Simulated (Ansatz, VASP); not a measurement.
# One calculation of RbBr, two programs

```xyz
2
Lattice="0.0000 3.8695 3.8695 3.8695 0.0000 3.8695 3.8695 3.8695 0.0000" Properties=species:S:1:pos:R:3 pbc="T T T"
Rb    0.0000    0.0000    0.0000
Br    1.9347    1.9347    1.9347
```

Alike in both runs: task single point; functional PBE-based screened hybrid with a share of 0.1 of exact exchange and HFSCREEN = 0.3; k mesh 4 × 4 × 4; no spin polarisation.

|  | VASP | Ansatz |
| --- | --- | --- |
| version | VASP 6.6.1 | Ansatz 0.2.0 |
| potentials or method | VASP PAW PBE potentials, release 64 (Rb_sv, Br) | plane waves |
| plane-wave cutoff (eV) | 520 | 420 |
| occupations | gaussian, width 0.01 eV | fixed |
| valence electrons in the cell | 16 | 16 |

|  | VASP | Ansatz | Ansatz less VASP |
| --- | --- | --- | --- |
| gap on the k mesh at the Fermi level (eV) | 4.42 | 4.42 | -0.002 |
| pressure (GPa) | 0.1 | 0.1 | -0.02 |

VASP's potentials were made for PBE, not for PBE-based screened hybrid. Ansatz's warnings: stress exchange threshold loose, stress scf threshold loose.
